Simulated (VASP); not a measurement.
Wanted: the native input for a VASP 6.6.1 run.

```yaml
Task: single point
Functional: PBE
Potentials_or_basis: VASP PAW PBE potentials, release 64 (Si, C)
Cutoff: 520 eV
k_mesh: 2 × 2 × 2, shifted
Occupations: gaussian, width 0.02 eV
Spin: no spin polarisation
Dipole_correction: no
Further_INCAR_settings: LREAL = Auto; ALGO = Normal; EDIFF = 1e-07; NBANDS = 88
```

The structure of Si16C17 (a cell with a defect) lies in POSCAR:

```
Si16C17
1.0
    4.3797259441      4.3797259441      4.3797259441
   -4.3797259441      4.3797259441     -4.3797259441
   -4.3797259441     -4.3797259441      4.3797259441
Si C
16 17
Direct
    0.2529087468      0.0097180738     -0.0013111551
    0.2525065527      0.7484908969      0.2596661331
    0.5530290093      0.7617969806      0.0116928549
    0.2541797168      0.5003690934      0.5024113445
    0.5050215535      0.5037248970      0.2517490852
    0.7554336829      0.4979502206     -0.0008728857
    0.2541640765      0.2524536955      0.7503761747
    0.4943489679      0.2464301451      0.4964165630
    0.7529195986      0.2476726886      0.2472426389
    0.0026430878      0.2528692466      0.0007511886
    0.5050545464      0.0017905230      0.7535920151
    0.7527686760     -0.0028159296      0.4974942560
    0.0151349653      0.0067943749      0.2568442671
    0.7554899650      0.7490663895      0.7479357252
    0.0026038159      0.7507642126      0.5029025853
   -0.0398430181      0.4682527003      0.7182138883
    0.5038379178      0.2532368496      0.2520963672
    0.5036656467      0.0019806034      0.5030307896
    0.7785080719      0.0127771693      0.2627265986
    0.5079111178      0.7515557005      0.7487743621
    0.7538193125      0.7502629256      0.5000543477
    0.0030369480      0.7522127051      0.2546185570
    0.5078355423      0.4989090705      0.0015709887
    0.7315734000      0.4893186303      0.7393228575
    0.0011460763      0.4987868026      0.4970256194
    0.2538612037      0.5002899789      0.2502689698
    0.7538956871      0.2501166772      0.0002420243
    0.0010443576      0.2469678500      0.7486613413
    0.2547783844      0.2526168336      0.5026266547
    0.0032294258      0.0044074676      0.0022415786
    0.2538831229      0.0002319780      0.7502534501
    0.1489838653      0.7159879499     -0.0334152186
    0.3632407644     -0.1836108036      0.0661356449
```

These files were run (other wordings do the same):

INCAR

```
PREC = Accurate
ENCUT = 520
EDIFF = 1E-7
ISMEAR = 0
SIGMA = 0.02
LREAL = Auto
LASPH = True
NELM = 100
ALGO = Normal
ISIF = 2
LWAVE = False
LCHARG = True
GGA = PE
LELF = True
LVHAR = True
NBANDS = 88
```

KPOINTS

```
Automatic mesh
0
Gamma
  2 2 2
  0.5 0.5 0.5
```

Potentials or basis: VASP PAW PBE potentials, release 64 (Si, C).

Command:

```console
$ cat potpaw_PBE.64/Si/POTCAR potpaw_PBE.64/C/POTCAR > POTCAR
$ mpirun -np 1 vasp_std > vasp.out
```

Results of the run:

```yaml
Pressure: 6.8 GPa
Largest_force: 0.110 eV/Å
Band_gap_on_the_k_mesh: zero (band 66 reaches 9.70 eV, above the bottom of band 67 at 9.45 eV)
```

Caveat: the k points lie up to 0.51 Å⁻¹ apart.

Run time: 2 min on 1 thread of AMD EPYC 9R45 96-Core Processor (Zen 5) (shared host), peak memory 0.39 GiB.
